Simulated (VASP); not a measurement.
# Al12Cl in VASP: further runs

The runs below take Al12Cl through single point, with PBE.

Everything below comes from runs of VASP 6.6.1. Logs are shortened: lines on timing, memory, paths and dates and some standing lists are left out, and cuts for length are marked.

### Step 1. The cell of the first run

The cell holds a slab with vacuum, 13 atoms: a = 5.714 Å, b = 5.714 Å, c = 19.675 Å, α = 90.00°, β = 90.00°, γ = 90.00°.

### Step 2. Single point, PBE

INCAR

```
  PREC = Accurate
  ENCUT = 520
  EDIFF = 1E-6
  ISMEAR = 0
  SIGMA = 0.1
  LREAL = False
  LASPH = True
  NELM = 60
  ALGO = Normal
  ISIF = 2
  LWAVE = False
  LCHARG = True
  LDIPOL = True
  IDIPOL = 3
  DIPOL = 0.5 0.5 0.326
  GGA = PE
  LELF = True
  LVHAR = True
  LVACPOTAV = True
  NBANDS = 34
```

KPOINTS

```
regular mesh
0
Gamma
  5 5 1
```

POSCAR

```
Al12Cl
1.0
    5.7135165837      0.0000000000      0.0000000000
    0.0000000000      5.7135165837      0.0000000000
    0.0000000000      0.0000000000     19.6746954317
Al Cl
12 1
Direct
    0.2500000000      0.2500000000      0.2033068321
    0.2500000000      0.7500000000      0.2033068321
    0.7500000000      0.2500000000      0.2033068321
    0.7500000000      0.7500000000      0.2033068321
    0.0000000000      0.0000000000      0.3092728609
    0.0000000000      0.5000000000      0.3092728609
    0.5000000000      0.0000000000      0.3092728609
    0.5000000000      0.5000000000      0.3092728609
    0.2500000000      0.2500000000      0.4154928578
    0.2500000000      0.7500000000      0.4154928578
    0.7500000000      0.2500000000      0.4154928578
    0.7500000000      0.7500000000      0.4154928578
    0.2500000000      0.2500000000      0.5266789716
```

Potentials or basis: VASP PAW PBE potentials, release 64 (Al, Cl).

On the command line:

```console
$ cat potpaw_PBE.64/Al/POTCAR potpaw_PBE.64/Cl/POTCAR > POTCAR
$ mpirun -np 1 vasp_std > vasp.out
```

OUTCAR:

```text
PREC = Accurate
   ENCUT = 520
   EDIFF = 1E-6
   ISMEAR = 0
   LREAL = False
   LASPH = True
   NELM = 60
   ISIF = 2
   GGA = PE

 ion  position               nearest neighbor table
   1  0.250  0.250  0.203-   2 2.86   3 2.86   2 2.86   3 2.86   7 2.90   8 2.90   5 2.90   6 2.90

   2  0.250  0.750  0.203-   1 2.86   4 2.86   1 2.86   4 2.86   7 2.90   8 2.90   5 2.90   6 2.90

   3  0.750  0.250  0.203-   1 2.86   4 2.86   4 2.86   1 2.86   7 2.90   8 2.90   5 2.90   6 2.90
[... 15 lines left out ...]
  11  0.750  0.250  0.415-   9 2.86  12 2.86  12 2.86   9 2.86   5 2.91   6 2.91   7 2.91   8 2.91

  12  0.750  0.750  0.415-  10 2.86  11 2.86  11 2.86  10 2.86   5 2.91   6 2.91   7 2.91   8 2.91

  13  0.250  0.250  0.527-   9 2.19

  LATTYP: Found a simple tetragonal cell.
 ALAT       =     5.7135165837
 C/A-ratio  =     3.4435351930

  Lattice vectors:

 A1 = (   5.7135165837,   0.0000000000,   0.0000000000)
 A2 = (   0.0000000000,   5.7135165837,   0.0000000000)
 A3 = (   0.0000000000,   0.0000000000,  19.6746954317)

Analysis of symmetry for initial positions (statically):
=====================================================================
 Subroutine PRICEL returns:
 Original cell was already a primitive cell.

 Routine SETGRP: Setting up the symmetry group for a
 simple tetragonal supercell.

 Subroutine GETGRP returns: Found  8 space group operations
 (whereof  2 operations were pure point group operations)
 out of a pool of 16 trial point group operations.

The static configuration has the point symmetry C_1h.
 The point group associated with its full space group is C_4v.

Analysis of symmetry for dynamics (positions and initial velocities):
=====================================================================
 Subroutine PRICEL returns:
 Original cell was already a primitive cell.

 Routine SETGRP: Setting up the symmetry group for a
 simple tetragonal supercell.

 Subroutine GETGRP returns: Found  8 space group operations
 (whereof  2 operations were pure point group operations)
 out of a pool of 16 trial point group operations.

The dynamic configuration has the point symmetry C_1h.
 The point group associated with its full space group is C_4v.

 Subroutine INISYM returns: Found  8 space group operations
 (whereof  2 operations are pure point group operations),
 and found     1 'primitive' translations

----------------------------------------------------------------------------------------

                                     Primitive cell

  volume of cell :     642.2661

  direct lattice vectors                    reciprocal lattice vectors
     5.713516584  0.000000000  0.000000000     0.175023558  0.000000000  0.000000000
     0.000000000  5.713516584  0.000000000     0.000000000  0.175023558  0.000000000
     0.000000000  0.000000000 19.674695432     0.000000000  0.000000000  0.050826708

  length of vectors
     5.713516584  5.713516584 19.674695432     0.175023558  0.175023558  0.050826708

  position of ions in fractional coordinates (direct lattice)
     0.250000000  0.250000000  0.203306832
     0.250000000  0.750000000  0.203306832
     0.750000000  0.250000000  0.203306832
     0.750000000  0.750000000  0.203306832
     0.000000000  0.000000000  0.309272861
     0.000000000  0.500000000  0.309272861
     0.500000000  0.000000000  0.309272861
     0.500000000  0.500000000  0.309272861
     0.250000000  0.250000000  0.415492858
     0.250000000  0.750000000  0.415492858
     0.750000000  0.250000000  0.415492858
     0.750000000  0.750000000  0.415492858
     0.250000000  0.250000000  0.526678972

  ion indices of the primitive-cell ions
   primitive index   ion index
                 1           1
                 2           2
                 3           3
                 4           4
                 5           5
                 6           6
                 7           7
                 8           8
                 9           9
                10          10
                11          11
                12          12
                13          13

----------------------------------------------------------------------------------------

 KPOINTS: regular mesh

Automatic generation of k-mesh.
 Grid dimensions read from file:
 generate k-points for:    5    5    1

 Generating k-lattice:

  Cartesian coordinates                     Fractional coordinates (reciprocal lattice)
     0.035004712  0.000000000  0.000000000     0.200000000  0.000000000  0.000000000
     0.000000000  0.035004712  0.000000000     0.000000000  0.200000000  0.000000000
     0.000000000  0.000000000  0.050826708     0.000000000  0.000000000  1.000000000

  Length of vectors
     0.035004712  0.035004712  0.050826708

  Shift w.r.t. Gamma in fractional coordinates (k-lattice)
     0.000000000  0.000000000  0.000000000

 Subroutine IBZKPT returns following result:
 ===========================================

 Found      6 irreducible k-points:

 Following reciprocal coordinates:
            Coordinates               Weight
  0.000000  0.000000  0.000000      1.000000
  0.200000  0.000000  0.000000      4.000000
  0.400000  0.000000  0.000000      4.000000
  0.200000  0.200000  0.000000      4.000000
  0.400000  0.200000  0.000000      8.000000
  0.400000  0.400000  0.000000      4.000000
   k-points           NKPTS =      6   k-points in BZ     NKDIM =      6   number of bands    NBANDS=     34
   number of dos      NEDOS =    301   number of ions     NIONS =     13
   total plane-waves  NPLWV = 264600
   dimension x,y,z NGX =    42 NGY =   42 NGZ =  150
   dimension x,y,z NGXF=    84 NGYF=   84 NGZF=  300
   ions per type =              12   1
   NGX,Y,Z   is equivalent  to a cutoff of  12.22, 12.22, 12.67 a.u.
   NGXF,Y,Z  is equivalent  to a cutoff of  24.44, 24.44, 25.35 a.u.
 SYSTEM =  unknown system
   PREC   = accura    normal or accurate (medium, high low for compatibility)
   ISTART =      0    job   : 0-new  1-cont  2-samecut
   ICHARG =      2    charge: 1-file 2-atom 10-const
   ISPIN  =      1    spin polarized calculation?
   LNONCOLLINEAR =      F non collinear calculations
   LSORBIT =      F    spin-orbit coupling
   LASPH  =      T    aspherical Exc in radial PAW
   ENCUT  =  520.0 eV  38.22 Ry    6.18 a.u.  10.62 10.62 36.58*2*pi/ulx,y,z
   NELM   =     60;   NELMIN=  2; NELMDL= -5     # of ELM steps
   EDIFF  = 0.1E-05   stopping-criterion for ELM
   LREAL  =      F    real-space projection
   EDIFFG = 0.1E-04   stopping-criterion for IOM
   NSW    =      0    number of steps for IOM
   IBRION =     -1    ionic relax: 0-MD 1-quasi-New 2-CG
   NFREE  =      0    steps in history (QN), initial steepest desc. (CG)
   ISIF   =      2    stress and relaxation
   ISYM   =      2    0-nonsym 1-usesym 2-fastsym
   POTIM  = 0.5000    time-step for ionic-motion
   TEBEG  =    0.0;   TEEND  =   0.0 temperature during run
   PSTRESS=    0.0 pullay stress
   NELECT =      43.0000    total number of electrons
   NUPDOWN=      -1.0000    fix difference up-down
   EMIN   =  10.00;   EMAX   =-10.00  energy-range for DOS
   EFERMI =   0.00;   METHOD = LEGACY
   ISMEAR =     0;   SIGMA  =   0.10  broadening in eV -4-tet -1-fermi 0-gaus
   EFERMI_NEDOS =   21; number of points for ismear=-14 and -15
   IALGO  =     38    algorithm
   IMIX   =      4    mixing-type and parameters
     AMIX     =   0.40;   BMIX     =  1.00
     AMIX_MAG =   1.60;   BMIX_MAG =  1.00
  volume/ion in A,a.u.               =      49.41       333.40
  Fermi-wavevector in a.u.,A,eV,Ry     =   0.664751  1.256198  6.012340  0.441895
  Thomas-Fermi vector in A             =   1.738535
   LORBIT       =      0    0 simple, 1 ext, 2 COOP (PROOUT), +10 PAW based schemes
   GGA     = PE    functional components
   LHFCALC =     F    Hartree Fock is set to
   AEXX    =    0.0000 exact exchange contribution
   IVDW    =     0    specifies the selected vdW correction
   LEPSILON=     F    determine dielectric tensor
   LRPA    =     F    only Hartree local field effects (RPA)
 non-spin polarized calculation
 Gauss-broadening in eV      SIGMA  =   0.10
  energy-cutoff  :      520.00
  volume of cell :      642.27
 maximum number of plane-waves:     17320
   NGX = 21   NGY = 21   NGZ = 73

 dipolmoment           0.000000      0.000000     -0.100561 electrons x Angstroem

 number of electron      43.0000001 magnetization

 dipolmoment           0.000000      0.000000      0.154294 electrons x Angstroem

 Free energy of the ion-electron system (eV)
  ---------------------------------------------------
  ext. energy  EPLUGINS =         0.00000000
  ---------------------------------------------------
  free energy    TOTEN  =       -44.90756122 eV

  energy without entropy =      -44.89216043  energy(sigma->0) =      -44.89986083

 E-fermi :  -0.5642     XC(G=0):  -4.4822

 val. band max:       -0.6205367773   @ k =   0.0000   0.0000   0.0000
 cond. band min:      -0.5321329014   @ k =   0.0000   0.0000   0.0000
 fundamental gap:      0.0884038759
 Fermi energy:        -0.5641700536

 k-point     1 :       0.0000    0.0000    0.0000
  band No.  band energies     occupation
      1     -15.9014      2.00000
      2     -10.6361      2.00000
      3      -8.5480      2.00000
      4      -6.3555      2.00000
      5      -6.2602      2.00000
      6      -6.1569      2.00000
[... 205 lines left out ...]
     32       2.4510      0.00000
     33       2.4826      0.00000
 [bands above 33 left out]

------------------------ aborting loop because EDIFF is reached ----------------------------------------

  FORCE on cell =-STRESS in cart. coord.  units (eV):
  Direction    XX          YY          ZZ          XY          YZ          ZX
  --------------------------------------------------------------------------------------
  -------------------------------------------------------------------------------------
  Total       -6.2221275     -6.2221275     -1.2876394      0.0000000      0.0000000      0.0000000
  in kB      -15.5215284    -15.5215284     -3.2121058      0.0000000      0.0000000      0.0000000
  external PRESSURE =     -11.4183876 kB  Pullay stress =       0.0000000 kB

 VOLUME and BASIS-vectors are now :
 -----------------------------------------------------------------------------
  energy-cutoff  :      520.00
  volume of cell :      642.27
      direct lattice vectors                 reciprocal lattice vectors
     5.713516584  0.000000000  0.000000000     0.175023558  0.000000000  0.000000000
     0.000000000  5.713516584  0.000000000     0.000000000  0.175023558  0.000000000
     0.000000000  0.000000000 19.674695432     0.000000000  0.000000000  0.050826708

 POSITION                                       TOTAL-FORCE (eV/Angst)
 -----------------------------------------------------------------------------------
      1.42838      1.42838      4.00000        -0.000000     -0.000000      0.152433
      1.42838      4.28514      4.00000        -0.000000     -0.000000      0.076545
      4.28514      1.42838      4.00000        -0.000000      0.000000      0.076545
      4.28514      4.28514      4.00000        -0.000000     -0.000000     -0.164386
      0.00000      0.00000      6.08485        -0.005713     -0.005713      0.069734
      0.00000      2.85676      6.08485        -0.005713      0.005713      0.069734
      2.85676      0.00000      6.08485         0.005713     -0.005713      0.069734
      2.85676      2.85676      6.08485         0.005713      0.005713      0.069734
      1.42838      1.42838      8.17470        -0.000000     -0.000000     -0.002492
      1.42838      4.28514      8.17470        -0.000000     -0.000000     -0.210486
      4.28514      1.42838      8.17470        -0.000000     -0.000000     -0.210486
      4.28514      4.28514      8.17470        -0.000000      0.000000      0.047491
      1.42838      1.42838     10.36225        -0.000000      0.000000     -0.044100
 -----------------------------------------------------------------------------------
    total drift:                                0.000000     -0.000000     -0.000175

  FREE ENERGIE OF THE ION-ELECTRON SYSTEM (eV)
  ---------------------------------------------------
  free  energy   TOTEN  =       -44.9075612219 eV

  energy  without entropy=      -44.8921604305  energy(sigma->0) =      -44.89986083

 vacuum level on the upper side and lower side of the slab         4.759         3.904
```

Run time: 4.8 min. Hardware: 1 thread of Intel Xeon 6975P-C (Granite Rapids), shared host; peak memory 0.57 GiB.

Results:

```yaml
Free_energy: -44.9076 eV
Largest_force: 0.210 eV/Å
Band_gap_on_the_k_mesh: zero (an odd number of electrons rules out a gap without spin polarisation)
```

Forces on the atoms (eV/Å):
```
Al   0.000  0.000  0.152
Al   0.000  0.000  0.077
Al   0.000  0.000  0.077
Al   0.000  0.000 -0.164
Al  -0.006 -0.006  0.070
Al  -0.006  0.006  0.070
Al   0.006 -0.006  0.070
Al   0.006  0.006  0.070
Al   0.000  0.000 -0.002
Al   0.000  0.000 -0.210
Al   0.000  0.000 -0.210
Al   0.000  0.000  0.047
Cl   0.000  0.000 -0.044
```

Levels at points of the mesh, in eV from the Fermi level:
| k point | band 20 | band 21 | band 22 | band 23 | band 24 | band 25 |
| --- | --- | --- | --- | --- | --- | --- |
| (0.00, 0.00, 0.00) | -0.69 | -0.36 | -0.06 | 0.03 | 0.03 | 0.23 |

Caveat: an odd number of electrons without spin polarisation forces a metal; a magnetic or distorted state may lie lower.

### Step 3. Single point, PBE

INCAR

```
SYSTEM = Al12Cl
PREC = Accurate ; ENCUT = 520
EDIFF = 1E-7 ; ISMEAR = 0
SIGMA = 0.1 ; LREAL = .False.
LASPH = .True. ; NELM = 100
ALGO = Normal ; ISIF = 2
LWAVE = .False. ; LCHARG = .True.
LDIPOL = .True. ; IDIPOL = 3
DIPOL = 0.5 0.5 0.325 ; GGA = PE
LELF = .True. ; LVHAR = .True.
LVACPOTAV = .True. ; NBANDS = 34
```

KPOINTS

```
regular mesh
0
Gamma
  5 5 1
  0 0 0
```

Edit POSCAR of step 2 so:

```diff
@@ -20,2 +20,2 @@
     0.7500000000      0.7500000000      0.4154928578
-    0.2500000000      0.2500000000      0.5266789716
+    0.5000000000      0.5000000000      0.5159591091
```

Potentials or basis: VASP PAW PBE potentials, release 64 (Al, Cl).

On the command line:

```console
$ cat potpaw_PBE.64/Al/POTCAR potpaw_PBE.64/Cl/POTCAR > POTCAR
$ mpirun -np 1 vasp_std > vasp.out
```

Wall time 4.5 min (1 thread of Intel Xeon 6975P-C (Granite Rapids), shared host); peak memory 0.57 GiB.

It converged, with:

| Quantity | Value |
| --- | --- |
| Free energy | -44.4520 eV |
| Largest force | 0.346 eV/Å |
| Band gap on the k mesh | zero (an odd number of electrons rules out a gap without spin polarisation) |

Forces on the atoms (eV/Å):
```
Al   0.004  0.004  0.012
Al   0.004 -0.004  0.012
Al  -0.004  0.004  0.012
Al  -0.004 -0.004  0.012
Al   0.000  0.000 -0.132
Al   0.000  0.000 -0.001
Al   0.000  0.000 -0.001
Al   0.000  0.000  0.186
Al  -0.244 -0.244 -0.021
Al  -0.244  0.244 -0.021
Al   0.244 -0.244 -0.021
Al   0.244  0.244 -0.021
Cl   0.000  0.000 -0.017
```

Levels at points of the mesh, in eV from the Fermi level:
| k point | band 18 | band 19 | band 20 | band 21 | band 22 | band 23 | band 24 | band 25 | band 26 | band 27 |
| --- | --- | --- | --- | --- | --- | --- | --- | --- | --- | --- |
| (0.00, 0.00, 0.00) | -1.44 | -0.74 | -0.51 | -0.51 | -0.38 | -0.12 | 0.05 | 0.05 | 0.56 | 1.35 |

Caveat: an odd number of electrons without spin polarisation forces a metal; a magnetic or distorted state may lie lower.
